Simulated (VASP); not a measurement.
# CsPbBr3 (Pm-3m) in VASP: notebook

CsPbBr3 is run at these levels: PBE; tasks: electric field gradients, dielectric tensor.

All numbers are computed with VASP 6.6.1; they aren't measurements. Logs are shortened: lines on timing, memory, paths and dates and some standing lists are left out, and cuts for length are marked.

**1. The cell of the first run**

It takes space group Pm-3m (No. 221, cubic). Conventional cell: a = 5.949 Å, b = 5.949 Å, c = 5.949 Å, α = 90.00°, β = 90.00°, γ = 90.00°. Cs (site symmetry m-3m) has 12 Br at 4.21 Å and 8 Pb at 5.15 Å within 5.5 Å. Pb (site symmetry m-3m) has 6 Br at 2.97 Å within 3.9 Å. Within 3.9 Å of Br (site symmetry 4/mmm) lie 2 Pb at 2.97 Å.

**2. Electric field gradients, PBE**

Contents of INCAR:

```
PREC = Accurate
ENCUT = 520
EDIFF = 1E-8
ISMEAR = -1
SIGMA = 0.02
LREAL = F
LASPH = T
NELM = 100
ALGO = Normal
ISIF = 2
LWAVE = F
LCHARG = F
GGA = PE
LEFG = T
NBANDS = 30
```

Contents of KPOINTS:

```
regular mesh
0
Gamma
  5 5 5
```

Contents of POSCAR:

```
CsPbBr3
1.0
    5.9486308200      0.0000000000      0.0000000000
    0.0000000000      5.9486308200      0.0000000000
    0.0000000000      0.0000000000      5.9486308200
Cs Pb Br
1 1 3
Direct
    0.0000000000      0.0000000000      0.0000000000
    0.5000000000      0.5000000000      0.5000000000
    0.5000000000      0.5000000000      0.0000000000
    0.5000000000      0.0000000000      0.5000000000
    0.0000000000      0.5000000000      0.5000000000
```

Potentials or basis: VASP PAW PBE potentials, release 64 (Cs_sv, Pb_d, Br).

Run with:

```bash
$ cat potpaw_PBE.64/Cs_sv/POTCAR potpaw_PBE.64/Pb_d/POTCAR potpaw_PBE.64/Br/POTCAR > POTCAR
$ mpirun -np 1 vasp_std > vasp.out
```

OUTCAR:

```text
PREC = Accurate
   ENCUT = 520
   EDIFF = 1E-8
   ISMEAR = -1
   LREAL = F
   LASPH = T
   NELM = 100
   ISIF = 2
   GGA = PE

 ion  position               nearest neighbor table
   1  0.000  0.000  0.000-
   2  0.500  0.500  0.500-   3 2.97   4 2.97   5 2.97   3 2.97   4 2.97   5 2.97
   3  0.500  0.500  0.000-   2 2.97   2 2.97
   4  0.500  0.000  0.500-   2 2.97   2 2.97
   5  0.000  0.500  0.500-   2 2.97   2 2.97

  LATTYP: Found a simple cubic cell.
 ALAT       =     5.9486308200

  Lattice vectors:

 A1 = (   5.9486308200,   0.0000000000,   0.0000000000)
 A2 = (   0.0000000000,   5.9486308200,   0.0000000000)
 A3 = (   0.0000000000,   0.0000000000,   5.9486308200)

Analysis of symmetry for initial positions (statically):
=====================================================================
 Subroutine PRICEL returns:
 Original cell was already a primitive cell.

 Routine SETGRP: Setting up the symmetry group for a
 simple cubic supercell.

 Subroutine GETGRP returns: Found 48 space group operations
 (whereof 48 operations were pure point group operations)
 out of a pool of 48 trial point group operations.

The static configuration has the point symmetry O_h .

Analysis of symmetry for dynamics (positions and initial velocities):
=====================================================================
 Subroutine PRICEL returns:
 Original cell was already a primitive cell.

 Routine SETGRP: Setting up the symmetry group for a
 simple cubic supercell.

 Subroutine GETGRP returns: Found 48 space group operations
 (whereof 48 operations were pure point group operations)
 out of a pool of 48 trial point group operations.

The dynamic configuration has the point symmetry O_h .

 Subroutine INISYM returns: Found 48 space group operations
 (whereof 48 operations are pure point group operations),
 and found     1 'primitive' translations

----------------------------------------------------------------------------------------

                                     Primitive cell

  volume of cell :     210.4995

  direct lattice vectors                    reciprocal lattice vectors
     5.948630820  0.000000000  0.000000000     0.168105910  0.000000000  0.000000000
     0.000000000  5.948630820  0.000000000     0.000000000  0.168105910  0.000000000
     0.000000000  0.000000000  5.948630820     0.000000000  0.000000000  0.168105910

  length of vectors
     5.948630820  5.948630820  5.948630820     0.168105910  0.168105910  0.168105910

  position of ions in fractional coordinates (direct lattice)
     0.000000000  0.000000000  0.000000000
     0.500000000  0.500000000  0.500000000
     0.500000000  0.500000000  0.000000000
     0.500000000  0.000000000  0.500000000
     0.000000000  0.500000000  0.500000000

  ion indices of the primitive-cell ions
   primitive index   ion index
                 1           1
                 2           2
                 3           3
                 4           4
                 5           5

----------------------------------------------------------------------------------------

 KPOINTS: regular mesh

Automatic generation of k-mesh.
 Grid dimensions read from file:
 generate k-points for:    5    5    5

 Generating k-lattice:

  Cartesian coordinates                     Fractional coordinates (reciprocal lattice)
     0.033621182  0.000000000  0.000000000     0.200000000  0.000000000  0.000000000
     0.000000000  0.033621182  0.000000000     0.000000000  0.200000000  0.000000000
     0.000000000  0.000000000  0.033621182     0.000000000  0.000000000  0.200000000

  Length of vectors
     0.033621182  0.033621182  0.033621182

  Shift w.r.t. Gamma in fractional coordinates (k-lattice)
     0.000000000  0.000000000  0.000000000

 Subroutine IBZKPT returns following result:
 ===========================================

 Found     10 irreducible k-points:

 Following reciprocal coordinates:
            Coordinates               Weight
  0.000000  0.000000  0.000000      1.000000
  0.200000  0.000000  0.000000      6.000000
  0.400000  0.000000  0.000000      6.000000
  0.200000  0.200000  0.000000     12.000000
  0.400000  0.200000  0.000000     24.000000
  0.400000  0.400000  0.000000     12.000000
  0.200000  0.200000  0.200000      8.000000
  0.400000  0.200000  0.200000     24.000000
  0.400000  0.400000  0.200000     24.000000
  0.400000  0.400000  0.400000      8.000000
   k-points           NKPTS =     10   k-points in BZ     NKDIM =     10   number of bands    NBANDS=     30
   number of dos      NEDOS =    301   number of ions     NIONS =      5
   total plane-waves  NPLWV = 110592
   dimension x,y,z NGX =    48 NGY =   48 NGZ =   48
   dimension x,y,z NGXF=    96 NGYF=   96 NGZF=   96
   ions per type =               1   1   3
   NGX,Y,Z   is equivalent  to a cutoff of  13.41, 13.41, 13.41 a.u.
   NGXF,Y,Z  is equivalent  to a cutoff of  26.83, 26.83, 26.83 a.u.
 SYSTEM =  unknown system
   PREC   = accura    normal or accurate (medium, high low for compatibility)
   ISTART =      0    job   : 0-new  1-cont  2-samecut
   ICHARG =      2    charge: 1-file 2-atom 10-const
   ISPIN  =      1    spin polarized calculation?
   LNONCOLLINEAR =      F non collinear calculations
   LSORBIT =      F    spin-orbit coupling
   LASPH  =      T    aspherical Exc in radial PAW
   ENCUT  =  520.0 eV  38.22 Ry    6.18 a.u.  11.06 11.06 11.06*2*pi/ulx,y,z
   NELM   =    100;   NELMIN=  2; NELMDL= -5     # of ELM steps
   EDIFF  = 0.1E-07   stopping-criterion for ELM
   LREAL  =      F    real-space projection
   EDIFFG = 0.1E-06   stopping-criterion for IOM
   NSW    =      0    number of steps for IOM
   IBRION =     -1    ionic relax: 0-MD 1-quasi-New 2-CG
   NFREE  =      0    steps in history (QN), initial steepest desc. (CG)
   ISIF   =      2    stress and relaxation
   ISYM   =      2    0-nonsym 1-usesym 2-fastsym
   POTIM  = 0.5000    time-step for ionic-motion
   TEBEG  =    0.0;   TEEND  =   0.0 temperature during run
   PSTRESS=    0.0 pullay stress
   NELECT =      44.0000    total number of electrons
   NUPDOWN=      -1.0000    fix difference up-down
   EMIN   =  10.00;   EMAX   =-10.00  energy-range for DOS
   EFERMI =   0.00;   METHOD = LEGACY
   ISMEAR =    -1;   SIGMA  =   0.02  broadening in eV -4-tet -1-fermi 0-gaus
   EFERMI_NEDOS =   21; number of points for ismear=-14 and -15
   IALGO  =     38    algorithm
   IMIX   =      4    mixing-type and parameters
     AMIX     =   0.40;   BMIX     =  1.00
     AMIX_MAG =   1.60;   BMIX_MAG =  1.00
  volume/ion in A,a.u.               =      42.10       284.10
  Fermi-wavevector in a.u.,A,eV,Ry     =   0.971573  1.836006 12.843271  0.943954
  Thomas-Fermi vector in A             =   2.101801
   LORBIT       =      0    0 simple, 1 ext, 2 COOP (PROOUT), +10 PAW based schemes
   GGA     = PE    functional components
   LHFCALC =     F    Hartree Fock is set to
   AEXX    =    0.0000 exact exchange contribution
   IVDW    =     0    specifies the selected vdW correction
   LEPSILON=     F    determine dielectric tensor
   LRPA    =     F    only Hartree local field effects (RPA)
 non-spin polarized calculation
  energy-cutoff  :      520.00
  volume of cell :      210.50
 maximum number of plane-waves:      5697
 NGX is ok and might be reduce to    48
   NGX = 23   NGY = 23   NGZ = 23

 number of electron      43.9999990 magnetization

 Free energy of the ion-electron system (eV)
  ---------------------------------------------------
  ext. energy  EPLUGINS =         0.00000000
  ---------------------------------------------------
  free energy    TOTEN  =       -15.89762336 eV

  energy without entropy =      -15.89762336  energy(sigma->0) =      -15.89762336

 E-fermi :   0.7260     XC(G=0):  -7.4747

 val. band max:        0.2924738379   @ k =   0.4000   0.4000   0.4000
 cond. band min:       3.0038974229   @ k =   0.4000   0.4000   0.4000
 fundamental gap:      2.7114235851
 Fermi energy:         0.7260084636

 k-point     1 :       0.0000    0.0000    0.0000
  band No.  band energies     occupation
      1     -20.4590      2.00000
      2     -15.8532      2.00000
      3     -15.8532      2.00000
      4     -15.7247      2.00000
      5     -15.7247      2.00000
      6     -15.7247      2.00000
[... 22 lines left out ...]
     29       6.7832      0.00000
     30       6.7832      0.00000

 k-point     2 :       0.2000    0.0000    0.0000
  band No.  band energies     occupation
      1     -20.4587      2.00000
      2     -15.8531      2.00000
      3     -15.8358      2.00000
      4     -15.7250      2.00000
      5     -15.7250      2.00000
      6     -15.7247      2.00000
[... 22 lines left out ...]
     29       6.0973      0.00000
     30       6.7907      0.00000

 k-point     3 :       0.4000    0.0000    0.0000
  band No.  band energies     occupation
      1     -20.4583      2.00000
      2     -15.8531      2.00000
      3     -15.8070      2.00000
      4     -15.7254      2.00000
      5     -15.7254      2.00000
      6     -15.7247      2.00000
[... 22 lines left out ...]
     29       6.3739      0.00000
     30       7.2545      0.00000

 k-point     4 :       0.2000    0.2000    0.0000
  band No.  band energies     occupation
      1     -20.4585      2.00000
      2     -15.8445      2.00000
      3     -15.8266      2.00000
      4     -15.7253      2.00000
      5     -15.7250      2.00000
      6     -15.7250      2.00000
[... 22 lines left out ...]
     29       6.3102      0.00000
     30       6.7065      0.00000

 k-point     5 :       0.4000    0.2000    0.0000
  band No.  band energies     occupation
      1     -20.4580      2.00000
      2     -15.8417      2.00000
      3     -15.8002      2.00000
      4     -15.7257      2.00000
      5     -15.7254      2.00000
      6     -15.7250      2.00000
[... 22 lines left out ...]
     29       6.5921      0.00000
     30       7.0480      0.00000

 k-point     6 :       0.4000    0.4000    0.0000
  band No.  band energies     occupation
      1     -20.4576      2.00000
      2     -15.8310      2.00000
      3     -15.7807      2.00000
      4     -15.7262      2.00000
      5     -15.7254      2.00000
      6     -15.7254      2.00000
[... 22 lines left out ...]
     29       6.8702      0.00000
     30       6.9736      0.00000

 k-point     7 :       0.2000    0.2000    0.2000
  band No.  band energies     occupation
      1     -20.4582      2.00000
      2     -15.8266      2.00000
      3     -15.8266      2.00000
      4     -15.7253      2.00000
      5     -15.7253      2.00000
      6     -15.7253      2.00000
[... 22 lines left out ...]
     29       6.6861      0.00000
     30       6.6861      0.00000

 k-point     8 :       0.4000    0.2000    0.2000
  band No.  band energies     occupation
      1     -20.4578      2.00000
      2     -15.8265      2.00000
      3     -15.7968      2.00000
      4     -15.7257      2.00000
      5     -15.7257      2.00000
      6     -15.7253      2.00000
[... 22 lines left out ...]
     29       6.9029      0.00000
     30       7.0103      0.00000

 k-point     9 :       0.4000    0.4000    0.2000
  band No.  band energies     occupation
      1     -20.4574      2.00000
      2     -15.8121      2.00000
      3     -15.7807      2.00000
      4     -15.7262      2.00000
      5     -15.7257      2.00000
      6     -15.7257      2.00000
[... 22 lines left out ...]
     29       6.7158      0.00000
     30       6.9112      0.00000

 k-point    10 :       0.4000    0.4000    0.4000
  band No.  band energies     occupation
      1     -20.4571      2.00000
      2     -15.7807      2.00000
      3     -15.7807      2.00000
      4     -15.7262      2.00000
      5     -15.7262      2.00000
      6     -15.7262      2.00000
[... 22 lines left out ...]
     29       6.3363      0.00000
     30       7.2659      0.00000

------------------------ aborting loop because EDIFF is reached ----------------------------------------

  FORCE on cell =-STRESS in cart. coord.  units (eV):
  Direction    XX          YY          ZZ          XY          YZ          ZX
  --------------------------------------------------------------------------------------
  -------------------------------------------------------------------------------------
  Total        0.6388287      0.6388287      0.6388287      0.0000000      0.0000000     -0.0000000
  in kB        4.8623246      4.8623246      4.8623246      0.0000000      0.0000000     -0.0000000
  external PRESSURE =       4.8623246 kB  Pullay stress =       0.0000000 kB

 VOLUME and BASIS-vectors are now :
 -----------------------------------------------------------------------------
  energy-cutoff  :      520.00
  volume of cell :      210.50
      direct lattice vectors                 reciprocal lattice vectors
     5.948630820  0.000000000  0.000000000     0.168105910  0.000000000  0.000000000
     0.000000000  5.948630820  0.000000000     0.000000000  0.168105910  0.000000000
     0.000000000  0.000000000  5.948630820     0.000000000  0.000000000  0.168105910

 POSITION                                       TOTAL-FORCE (eV/Angst)
 -----------------------------------------------------------------------------------
      0.00000      0.00000      0.00000         0.000000      0.000000      0.000000
      2.97432      2.97432      2.97432         0.000000      0.000000      0.000000
      2.97432      2.97432      0.00000         0.000000      0.000000      0.000000
      2.97432      0.00000      2.97432         0.000000      0.000000      0.000000
      0.00000      2.97432      2.97432         0.000000      0.000000      0.000000
 -----------------------------------------------------------------------------------
    total drift:                                0.000000     -0.000000     -0.000000

  FREE ENERGIE OF THE ION-ELECTRON SYSTEM (eV)
  ---------------------------------------------------
  free  energy   TOTEN  =       -15.8976233559 eV

  energy  without entropy=      -15.8976233558  energy(sigma->0) =      -15.89762336

 Electric field gradients (V/A^2)
---------------------------------------------------------------------
 ion       V_xx      V_yy      V_zz      V_xy      V_xz      V_yz
---------------------------------------------------------------------
   1      -0.000    -0.000     0.000     0.000    -0.000     0.000
   2      -0.000    -0.000     0.000     0.000    -0.000     0.000
   3    -102.550  -102.550   205.100    -0.000     0.000     0.000
   4    -102.550   205.100  -102.550     0.000     0.000     0.000
   5     205.100  -102.550  -102.550    -0.000    -0.000     0.000
---------------------------------------------------------------------

 Electric field gradients after diagonalization (V/A^2)
 (convention: |V_zz| > |V_xx| > |V_yy|)
----------------------------------------------------------------------
 ion       V_xx      V_yy      V_zz     asymmetry (V_yy - V_xx)/ V_zz
----------------------------------------------------------------------
   1      -0.000    -0.000     0.000       0.019
   2      -0.000    -0.000     0.000       0.357
   3    -102.550  -102.550   205.100       0.000
   4    -102.550  -102.550   205.100       0.000
   5    -102.550  -102.550   205.100       0.000
----------------------------------------------------------------------

           NMR quadrupolar parameters

 Cq : quadrupolar parameter    Cq=e*Q*V_zz/h
 eta: asymmetry parameters     (V_yy - V_xx)/ V_zz
 Q  : nuclear electric quadrupole moment in mb (millibarn)
----------------------------------------------------------------------
 ion       Cq(MHz)       eta       Q (mb)
----------------------------------------------------------------------
   1       0.000       0.019       1.000
   2       0.000       0.357       1.000
   3       0.496       0.000       1.000
   4       0.496       0.000       1.000
   5       0.496       0.000       1.000
----------------------------------------------------------------------
```

Wall time 40 s (1 thread of Intel Xeon Platinum 8559C (Emerald Rapids), shared host); peak memory 0.35 GiB.

Results:

```yaml
Free_energy: -15.8976 eV
Pressure: 0.5 GPa
Band_gap_on_the_k_mesh: 2.71 eV, direct
```

Levels at points of the mesh, in eV from the valence-band top:
```tsv
k point	band 20	band 21	band 22	band 23	band 24	band 25
(0.00, 0.00, 0.00)	-1.24	-1.24	-1.24	3.75	4.91	4.91
```

Electric field gradients, principal values (V/Å²):
| atom | least | middle | greatest (by size) |
| --- | --- | --- | --- |
| 1 Cs | 0.000 | 0.000 | 0.000 |
| 2 Pb | 0.000 | 0.000 | 0.000 |
| 3 Br | -102.550 | -102.550 | 205.100 |
| 4 Br | -102.550 | -102.550 | 205.100 |
| 5 Br | -102.550 | -102.550 | 205.100 |

Caveat: without QUAD_EFG the Cq values of the log hold for a quadrupole moment of 1 mb, not for the nuclei; spin-orbit coupling is left out, which moves the levels of the heavy elements. A k mesh can miss the band edges.

[end of part 1 of 2]
